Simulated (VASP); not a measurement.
# KI (R-3m) in VASP: a series of runs

The runs below take KI through single point, with PBE, r2SCAN, HSE06.

All numbers are computed with VASP 6.6.1; they aren't measurements. Logs are shortened: lines on timing, memory, paths and dates and some standing lists are left out, and cuts for length are marked.

## 1. The cell of the first run

It takes space group R-3m (No. 166, trigonal). The conventional cell has a = 6.227 Å, b = 6.227 Å, c = 7.249 Å, α = 90.00°, β = 90.00°, γ = 120.00°. Within 4.8 Å of K (site symmetry -3m) lie 8 I at 3.62 to 3.79 Å and 6 K at 4.33 Å. Within 4.8 Å of I (site symmetry -3m) lie 8 K at 3.62 to 3.79 Å and 6 I at 4.33 Å.

## 2. Single point, PBE (epitaxial 111 strain +2.6%)

The input, INCAR:

```
SYSTEM = KI
ALGO = Normal
EDIFF = 1E-7
ENCUT = 520
GGA = PE
ISIF = 2
ISMEAR = -1
LASPH = .True.
LCHARG = .False.
LREAL = .False.
LWAVE = .False.
NBANDS = 15
NELM = 100
PREC = Accurate
SIGMA = 0.02
```

The input, KPOINTS:

```
k-points
0
Gamma
  6 6 6
  0 0 0
```

The input, POSCAR:

```
KI
1.0
    4.3306322559     -0.0727373920     -0.0727373920
   -0.0727373920      4.3306322559     -0.0727373920
   -0.0727373920     -0.0727373920      4.3306322559
K I
1 1
Direct
    0.0000000000      0.0000000000      0.0000000000
    0.5000000000      0.5000000000      0.5000000000
```

Potentials or basis: VASP PAW PBE potentials, release 64 (K_sv, I).

Launch:

```bash
cat potpaw_PBE.64/K_sv/POTCAR potpaw_PBE.64/I/POTCAR > POTCAR
mpirun -np 1 vasp_std > vasp.out
```

OUTCAR:

```text
SYSTEM = KI
   EDIFF = 1E-7
   ENCUT = 520
   GGA = PE
   ISIF = 2
   ISMEAR = -1
   LASPH = .True.
   LREAL = .False.
   NELM = 100
   PREC = Accurate

 ion  position               nearest neighbor table
   1  0.000  0.000  0.000-   2 3.62   2 3.62
   2  0.500  0.500  0.500-   1 3.62   1 3.62

  LATTYP: Found a trigonal (rhomboedric) cell.
 ALAT       =     4.3318537824
 COS(alpha) =    -0.0332911532

  Lattice vectors:

 A1 = (   4.3306322559,  -0.0727373920,  -0.0727373920)
 A2 = (  -0.0727373920,   4.3306322559,  -0.0727373920)
 A3 = (  -0.0727373920,  -0.0727373920,   4.3306322559)

Analysis of symmetry for initial positions (statically):
=====================================================================
 Subroutine PRICEL returns:
 Original cell was already a primitive cell.

 Routine SETGRP: Setting up the symmetry group for a
 trigonal (rhombohedral) supercell.

 Subroutine GETGRP returns: Found 12 space group operations
 (whereof 12 operations were pure point group operations)
 out of a pool of 12 trial point group operations.

The static configuration has the point symmetry D_3d.

Analysis of symmetry for dynamics (positions and initial velocities):
=====================================================================
 Subroutine PRICEL returns:
 Original cell was already a primitive cell.

 Routine SETGRP: Setting up the symmetry group for a
 trigonal (rhombohedral) supercell.

 Subroutine GETGRP returns: Found 12 space group operations
 (whereof 12 operations were pure point group operations)
 out of a pool of 12 trial point group operations.

The dynamic configuration has the point symmetry D_3d.

 Subroutine INISYM returns: Found 12 space group operations
 (whereof 12 operations are pure point group operations),
 and found     1 'primitive' translations

----------------------------------------------------------------------------------------

                                     Primitive cell

  volume of cell :      81.1488

  direct lattice vectors                    reciprocal lattice vectors
     4.330632256 -0.072737392 -0.072737392     0.231045751  0.003946942  0.003946942
    -0.072737392  4.330632256 -0.072737392     0.003946942  0.231045751  0.003946942
    -0.072737392 -0.072737392  4.330632256     0.003946942  0.003946942  0.231045751

  length of vectors
     4.331853782  4.331853782  4.331853782     0.231113166  0.231113166  0.231113166

  position of ions in fractional coordinates (direct lattice)
     0.000000000  0.000000000  0.000000000
     0.500000000  0.500000000  0.500000000

  ion indices of the primitive-cell ions
   primitive index   ion index
                 1           1
                 2           2

----------------------------------------------------------------------------------------

 KPOINTS: k-points

Automatic generation of k-mesh.
 Grid dimensions read from file:
 generate k-points for:    6    6    6

 Generating k-lattice:

  Cartesian coordinates                     Fractional coordinates (reciprocal lattice)
     0.038507625  0.000657824  0.000657824     0.166666667 -0.000000000 -0.000000000
     0.000657824  0.038507625  0.000657824    -0.000000000  0.166666667 -0.000000000
     0.000657824  0.000657824  0.038507625    -0.000000000 -0.000000000  0.166666667

  Length of vectors
     0.038518861  0.038518861  0.038518861

  Shift w.r.t. Gamma in fractional coordinates (k-lattice)
     0.000000000  0.000000000  0.000000000

 Subroutine IBZKPT returns following result:
 ===========================================

 Found     32 irreducible k-points:

 Following reciprocal coordinates:
            Coordinates               Weight
  0.000000  0.000000  0.000000      1.000000
  0.166667  0.000000  0.000000      6.000000
  0.333333 -0.000000  0.000000      6.000000
  0.500000 -0.000000 -0.000000      3.000000
  0.166667  0.166667  0.000000      6.000000
  0.333333  0.166667  0.000000     12.000000
[... 16 lines left out ...]
  0.500000  0.500000  0.166667      6.000000
 -0.333333  0.500000  0.166667     12.000000
 [... further k-points ...]
   k-points           NKPTS =     32   k-points in BZ     NKDIM =     32   number of bands    NBANDS=     15
   number of dos      NEDOS =    301   number of ions     NIONS =      2
   total plane-waves  NPLWV =  32768
   dimension x,y,z NGX =    32 NGY =   32 NGZ =   32
   dimension x,y,z NGXF=    64 NGYF=   64 NGZF=   64
   ions per type =               1   1
   NGX,Y,Z   is equivalent  to a cutoff of  12.28, 12.28, 12.28 a.u.
   NGXF,Y,Z  is equivalent  to a cutoff of  24.56, 24.56, 24.56 a.u.
 SYSTEM =  KI
   PREC   = accura    normal or accurate (medium, high low for compatibility)
   ISTART =      0    job   : 0-new  1-cont  2-samecut
   ICHARG =      2    charge: 1-file 2-atom 10-const
   ISPIN  =      1    spin polarized calculation?
   LNONCOLLINEAR =      F non collinear calculations
   LSORBIT =      F    spin-orbit coupling
   LASPH  =      T    aspherical Exc in radial PAW
   ENCUT  =  520.0 eV  38.22 Ry    6.18 a.u.   8.05  8.05  8.05*2*pi/ulx,y,z
   NELM   =    100;   NELMIN=  2; NELMDL= -5     # of ELM steps
   EDIFF  = 0.1E-06   stopping-criterion for ELM
   LREAL  =      F    real-space projection
   EDIFFG = 0.1E-05   stopping-criterion for IOM
   NSW    =      0    number of steps for IOM
   IBRION =     -1    ionic relax: 0-MD 1-quasi-New 2-CG
   NFREE  =      0    steps in history (QN), initial steepest desc. (CG)
   ISIF   =      2    stress and relaxation
   ISYM   =      2    0-nonsym 1-usesym 2-fastsym
   POTIM  = 0.5000    time-step for ionic-motion
   TEBEG  =    0.0;   TEEND  =   0.0 temperature during run
   PSTRESS=    0.0 pullay stress
   NELECT =      16.0000    total number of electrons
   NUPDOWN=      -1.0000    fix difference up-down
   EMIN   =  10.00;   EMAX   =-10.00  energy-range for DOS
   EFERMI =   0.00;   METHOD = LEGACY
   ISMEAR =    -1;   SIGMA  =   0.02  broadening in eV -4-tet -1-fermi 0-gaus
   EFERMI_NEDOS =   21; number of points for ismear=-14 and -15
   IALGO  =     38    algorithm
   IMIX   =      4    mixing-type and parameters
     AMIX     =   0.40;   BMIX     =  1.00
     AMIX_MAG =   1.60;   BMIX_MAG =  1.00
  volume/ion in A,a.u.               =      40.57       273.81
  Fermi-wavevector in a.u.,A,eV,Ry     =   0.952842  1.800610 12.352831  0.907907
  Thomas-Fermi vector in A             =   2.081442
   LORBIT       =      0    0 simple, 1 ext, 2 COOP (PROOUT), +10 PAW based schemes
   GGA     = PE    functional components
[... 5 lines left out ...]
 non-spin polarized calculation
  energy-cutoff  :      520.00
  volume of cell :       81.15
 maximum number of plane-waves:      2210
   NGX = 17   NGY = 17   NGZ = 17

 number of electron      16.0000002 magnetization

 Free energy of the ion-electron system (eV)
  ---------------------------------------------------
  ext. energy  EPLUGINS =         0.00000000
  ---------------------------------------------------
  free energy    TOTEN  =        -5.42221577 eV

  energy without entropy =       -5.42221577  energy(sigma->0) =       -5.42221577

 E-fermi :   1.1794     XC(G=0):  -7.5994

 val. band max:        0.7019557251   @ k =   0.5000   0.5000   0.0000
 cond. band min:       3.9759821037   @ k =   0.0000   0.0000   0.0000
 fundamental gap:      3.2740263786
 Fermi energy:         1.1793897417

 k-point     1 :       0.0000    0.0000    0.0000
  band No.  band energies     occupation
      1     -28.6878      2.00000
      2     -12.1423      2.00000
      3     -12.1423      2.00000
      4     -12.1392      2.00000
      5     -10.3836      2.00000
      6       0.3043      2.00000
      7       0.3906      2.00000
      8       0.3906      2.00000
      9       3.9760      0.00000
     10       5.5323      0.00000
     11       5.5323      0.00000
     12       8.8860      0.00000
     13       9.1242      0.00000
     14       9.1242      0.00000
     15      11.1644      0.00000

 k-point     2 :       0.1667    0.0000    0.0000
  band No.  band energies     occupation
      1     -28.6867      2.00000
      2     -12.1794      2.00000
      3     -12.1399      2.00000
      4     -12.1378      2.00000
      5     -10.3149      2.00000
      6      -0.2531      2.00000
      7       0.3463      2.00000
      8       0.4144      2.00000
      9       4.5446      0.00000
     10       5.7281      0.00000
     11       6.1542      0.00000
     12       8.8970      0.00000
     13       8.9897      0.00000
     14       9.1865      0.00000
     15      10.2421      0.00000

 k-point     3 :       0.3333   -0.0000    0.0000
  band No.  band energies     occupation
      1     -28.6847      2.00000
      2     -12.2509      2.00000
      3     -12.1352      2.00000
      4     -12.1328      2.00000
      5     -10.1779      2.00000
      6      -1.1292      2.00000
      7       0.3660      2.00000
      8       0.4628      2.00000
      9       5.4921      0.00000
     10       6.2958      0.00000
     11       7.3335      0.00000
     12       8.6573      0.00000
     13       8.9935      0.00000
     14       9.0240      0.00000
     15       9.4258      0.00000
[... 343 lines left out ...]
 k-point    23 :       0.5000    0.5000    0.1667
  band No.  band energies     occupation
      1     -28.6788      2.00000
      2     -12.2162      2.00000
      3     -12.2085      2.00000
      4     -12.1428      2.00000
      5     -10.0235      2.00000
      6      -0.9444      2.00000
      7      -0.8875      2.00000
      8       0.2124      2.00000
      9       4.9632      0.00000
     10       7.0828      0.00000
     11       7.1252      0.00000
     12       7.3084      0.00000
     13       9.5620      0.00000
     14       9.7804      0.00000
     15      10.0982      0.00000

 k-point    24 :      -0.3333    0.5000    0.1667
  band No.  band energies     occupation
      1     -28.6798      2.00000
      2     -12.2283      2.00000
      3     -12.1919      2.00000
      4     -12.1451      2.00000
      5     -10.0383      2.00000
      6      -1.0503      2.00000
      7      -0.6286      2.00000
      8       0.1630      2.00000
      9       5.3937      0.00000
     10       7.0228      0.00000
     11       7.1322      0.00000
     12       7.5355      0.00000
     13       9.0636      0.00000
     14       9.3992      0.00000
     15      10.1687      0.00000

 [... further k-points ...]

------------------------ aborting loop because EDIFF is reached ----------------------------------------

  FORCE on cell =-STRESS in cart. coord.  units (eV):
  Direction    XX          YY          ZZ          XY          YZ          ZX
  --------------------------------------------------------------------------------------
  -------------------------------------------------------------------------------------
  Total        0.0942253      0.0942253      0.0942253      0.0685177      0.0685177      0.0685177
  in kB        1.8603563      1.8603563      1.8603563      1.3527928      1.3527928      1.3527928
  external PRESSURE =       1.8603563 kB  Pullay stress =       0.0000000 kB

 VOLUME and BASIS-vectors are now :
 -----------------------------------------------------------------------------
  energy-cutoff  :      520.00
  volume of cell :       81.15
      direct lattice vectors                 reciprocal lattice vectors
     4.330632256 -0.072737392 -0.072737392     0.231045751  0.003946942  0.003946942
    -0.072737392  4.330632256 -0.072737392     0.003946942  0.231045751  0.003946942
    -0.072737392 -0.072737392  4.330632256     0.003946942  0.003946942  0.231045751

 POSITION                                       TOTAL-FORCE (eV/Angst)
 -----------------------------------------------------------------------------------
      0.00000      0.00000      0.00000         0.000000      0.000000      0.000000
      2.09258      2.09258      2.09258        -0.000000     -0.000000     -0.000000
 -----------------------------------------------------------------------------------
    total drift:                                0.000000     -0.000000     -0.000000

  FREE ENERGIE OF THE ION-ELECTRON SYSTEM (eV)
  ---------------------------------------------------
  free  energy   TOTEN  =        -5.4222157687 eV

  energy  without entropy=       -5.4222157687  energy(sigma->0) =       -5.42221577
```

It took 19 s on 1 thread of Intel Xeon Platinum 8259CL at 2.50GHz (Skylake/Cascade Lake), shared host; peak memory 0.19 GiB.

What came out:

| Property | Result |
| --- | --- |
| Free energy | -5.4222 eV |
| Pressure | 0.2 GPa |
| Band gap on the k mesh | 3.27 eV (least direct gap 3.59 eV) |

Stress tensor (GPa, compression positive):
```
0.19 0.14 0.14
0.14 0.19 0.14
0.14 0.14 0.19
```

Levels at points of the mesh, in eV from the valence-band top:
```csv
k point,band 4,band 5,band 6,band 7,band 8,band 9,band 10,band 11,band 12,band 13
"(0.00, 0.00, 0.00)",-12.84,-11.09,-0.40,-0.31,-0.31,3.27,4.83,4.83,8.18,8.42
"(0.50, 0.00, 0.00)",-12.83,-10.81,-2.19,-0.33,-0.21,5.41,6.23,6.90,7.07,8.46
"(0.50, 0.50, 0.00)",-12.83,-10.76,-1.67,-1.60,0.00,3.95,5.68,6.81,6.84,8.82
"(0.50, 0.50, 0.50)",-12.89,-10.60,-1.58,-1.58,-1.55,5.51,5.51,5.89,8.64,8.64
```

Caveat: the cell differs from its parent crystal (epitaxial 111 strain +2.6%); spin-orbit coupling is left out, which moves the levels of the heavy elements.

## 3. Single point, r2SCAN (epitaxial 111 strain +2.6%)

POSCAR is that of step 2.

The input, INCAR.step1:

```
PREC = Accurate
ENCUT = 520
ISMEAR = 0
SIGMA = 0.01
LREAL = False
LASPH = True
NELM = 80
NBANDS = 15
GGA = PE
ALGO = Normal
EDIFF = 1E-4
LWAVE = True
LCHARG = False
```

The input, INCAR.step2:

```
PREC = Accurate
ENCUT = 520
EDIFF = 1E-6
ISMEAR = 0
SIGMA = 0.01
LREAL = False
LASPH = True
NELM = 80
ALGO = Normal
ISIF = 2
LWAVE = False
LCHARG = False
METAGGA = R2SCAN
LMIXTAU = True
NBANDS = 15
ISTART = 1
```

The input, KPOINTS:

```
regular mesh
0
Gamma
  6 6 6
```

Potentials or basis: VASP PAW PBE potentials, release 64 (K_sv, I).

Launch:

```bash
cat potpaw_PBE.64/K_sv/POTCAR potpaw_PBE.64/I/POTCAR > POTCAR
cp INCAR.step1 INCAR
mpirun -np 1 vasp_std > vasp.out
cp INCAR.step2 INCAR
mpirun -np 1 vasp_std > vasp.out
```

Wall time 63 s (1 thread of Intel Xeon Platinum 8259CL at 2.50GHz (Skylake/Cascade Lake), shared host); peak memory 0.2 GiB.

The run converged. Its results:

```
Free energy            : -33.8589 eV
Pressure               : -0.3 GPa
Band gap on the k mesh : 3.97 eV (least direct gap 4.29 eV)
```

Stress tensor (GPa, compression positive):
```
-0.31  0.15  0.15
 0.15 -0.31  0.15
 0.15  0.15 -0.31
```

Levels at points of the mesh, in eV from the valence-band top:
| k point | band 6 | band 7 | band 8 | band 9 | band 10 | band 11 |
| --- | --- | --- | --- | --- | --- | --- |
| (0.00, 0.00, 0.00) | -0.41 | -0.32 | -0.32 | 3.97 | 5.32 | 5.32 |
| (0.50, 0.00, 0.00) | -2.20 | -0.33 | -0.21 | 6.06 | 6.77 | 7.62 |
| (0.50, 0.50, 0.00) | -1.70 | -1.63 | 0.00 | 4.48 | 6.34 | 7.43 |
| (0.50, 0.50, 0.50) | -1.61 | -1.61 | -1.58 | 6.01 | 6.01 | 6.41 |

Caveat: the cell differs from its parent crystal (epitaxial 111 strain +2.6%); the PAW data sets were made with another functional, which shifts forces and pressure a little; spin-orbit coupling is left out, which moves the levels of the heavy elements.

## 4. Single point, HSE06 (epitaxial 111 strain +2.6%)

POSCAR is that of step 3.

The input, INCAR.step1:

```
PREC     = Accurate       # precision mode
ENCUT    = 520            # plane-wave cutoff, eV
EDIFF    = 1E-5           # SCF threshold, eV
ISMEAR   = 0              # smearing method
SIGMA    = 0.01           # smearing width, eV
LREAL    = False          # projectors in reciprocal space
LASPH    = True           # aspherical terms in the spheres
NELM     = 100            # most SCF steps
ALGO     = Normal         # electronic algorithm
ISIF     = 2              # what is computed and relaxed
LWAVE    = True           # write WAVECAR
LCHARG   = False          # write CHGCAR
GGA      = PE             # functional
NBANDS   = 15             # bands
```

The input, INCAR.step2:

```
PREC     = Accurate       # precision mode
ENCUT    = 520            # plane-wave cutoff, eV
EDIFF    = 1E-6           # SCF threshold, eV
ISMEAR   = 0              # smearing method
SIGMA    = 0.01           # smearing width, eV
LREAL    = False          # projectors in reciprocal space
LASPH    = True           # aspherical terms in the spheres
NELM     = 100            # most SCF steps
ALGO     = Normal         # electronic algorithm
ISIF     = 2              # what is computed and relaxed
LWAVE    = False          # write WAVECAR
LCHARG   = False          # write CHGCAR
GGA      = PE             # functional
LHFCALC  = True           # exact exchange
HFSCREEN = 0.2079         # screening, 1/A
PRECFOCK = Normal       
ISTART   = 1            
NBANDS   = 15             # bands
```

The input, KPOINTS:

```
Automatic mesh
0
Gamma
  4 4 4
```

Launch:

```bash
cat potpaw_PBE.64/K_sv/POTCAR potpaw_PBE.64/I/POTCAR > POTCAR
cp INCAR.step1 INCAR
mpirun -np 1 vasp_std > vasp.out
cp INCAR.step2 INCAR
mpirun -np 1 vasp_std > vasp.out
```

It took 14 min on 1 thread of Intel Xeon Platinum 8259CL at 2.50GHz (Skylake/Cascade Lake), shared host; peak memory 0.3 GiB.

Results (log left out):

```yaml
Free_energy: -6.2551 eV
Pressure: 0.0 GPa
Band_gap_on_the_k_mesh: 4.24 eV (least direct gap 4.57 eV)
```

Stress tensor (GPa, compression positive):
```
-0.02  0.12  0.12
 0.12 -0.02  0.12
 0.12  0.12 -0.02
```

Levels at points of the mesh, in eV from the valence-band top:
```csv
k point,band 5,band 6,band 7,band 8,band 9,band 10,band 11,band 12
"(0.00, 0.00, 0.00)",-12.03,-0.43,-0.34,-0.34,4.24,5.85,5.85,9.59
"(0.50, 0.00, 0.00)",-11.72,-2.33,-0.34,-0.22,6.40,7.43,8.06,8.08
"(0.50, 0.50, 0.00)",-11.66,-1.80,-1.73,0.00,4.92,6.78,8.03,8.07
"(0.50, 0.50, 0.50)",-11.48,-1.70,-1.70,-1.66,6.47,6.47,6.86,10.10
```

Caveat: the cell differs from its parent crystal (epitaxial 111 strain +2.6%); the PAW data sets were made with another functional, which shifts forces and pressure a little; spin-orbit coupling is left out, which moves the levels of the heavy elements. A k mesh can miss the band edges.

## 5. Summary

```csv
level,k mesh,smearing,grid for exact exchange (PRECFOCK),share of exact exchange,screening parameter,gap on the mesh (eV),pressure (GPa)
PBE,6 × 6 × 6,fermi-dirac 0.02 eV,-,-,-,3.27,0.2
r2SCAN,6 × 6 × 6,gaussian 0.01 eV,-,-,-,3.97,-0.3
HSE06,4 × 4 × 4,gaussian 0.01 eV,Normal,0.25,0.2079 1/Å,4.24,0.0
```

Alike in all rows: task single point; potentials or basis VASP PAW PBE potentials, release 64 (K_sv, I); no spin polarisation; cell as given; cutoff (eV) 520.

Caveats: spin-orbit coupling is left out, which moves the levels of the heavy elements; the PAW data sets were made with another functional, which shifts forces and pressure a little (at least some runs).

Total energies depend on the potentials used, so only differences within one code and one set of settings carry meaning.
